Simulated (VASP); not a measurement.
The system is Pt.

```xyz
1
Lattice="0.0000 1.9609 1.9609 1.9609 0.0000 1.9609 1.9609 1.9609 0.0000" Properties=species:S:1:pos:R:3 pbc="T T T"
Pt    0.0000    0.0000    0.0000
```

```yaml
Program: VASP 6.6.1
Task: relaxation of cell and atoms
Functional: LDA
Potentials_or_basis: VASP PAW LDA potentials, release 64 (Pt)
Cutoff: 600 eV
k_mesh: 12 × 12 × 12
Occupations: fermi-dirac, width 0.05 eV
Spin: no spin polarisation
```

At the start: pressure -5.3 GPa; volume 15.08 Å³/atom.

How do energy, volume and symmetry change on relaxing?

Over 3 steps the energy falls by 4.5 meV/atom and the volume is 14.82 Å³/atom (-1.7 %); space group Fm-3m (No. 225, to 0.05 Å).

The path:
```
step  energy change (eV)  largest force (eV/Å)  pressure (GPa)  volume (Å³)
   1              0.0000                0.0000           -5.25        15.08
   2              0.0398                0.0000           19.19        14.03
   3             -0.0045                0.0000           -0.12        14.82
```

Final structure:
```
Pt
1.0
     0.00000    1.94941    1.94941
     1.94941    0.00000    1.94941
     1.94941    1.94941    0.00000
Pt
1
Direct
  0.00000 0.00000 0.00000
```
